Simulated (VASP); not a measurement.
Runs of VASP 6.6.1 on S. The structure is that of space group P6_3/mmc (No. 194), or close to it. The cells are those of the table. 

```csv
task,cell,cutoff (eV),gap on the mesh (eV),pressure (GPa)
relaxation of cell and atoms,"relaxed to 30 GPa from a = 2.981, b = 2.981, c = 3.406 Å, angles 90.0, 90.0, 120.0°, 2 atoms",600,none,30.0
single point,"a = 2.982, b = 2.982, c = 3.405 Å, angles 90.0, 90.0, 120.0°, 2 atoms",520,none,(a)
relaxation of cell and atoms,"relaxed to 30 GPa from a = 2.614, b = 2.614, c = 4.235 Å, angles 90.0, 90.0, 120.0°, 2 atoms",600,none,30.0
single point,"a = 2.981, b = 2.981, c = 3.406 Å, angles 90.0, 90.0, 120.0°, 2 atoms",520,none,29.6
```

Alike in all rows: level PBE; potentials or basis VASP PAW PBE potentials, release 64 (S); no spin polarisation; k mesh 16 × 16 × 9; smearing fermi-dirac 0.1 eV.

Estimate the missing entries.

(a) 29.5.

Caveats: the cell is relaxed towards a set pressure, so the enthalpy falls and the energy may rise (some runs).

A gap of «none» marks levels without a gap at the run's occupations.
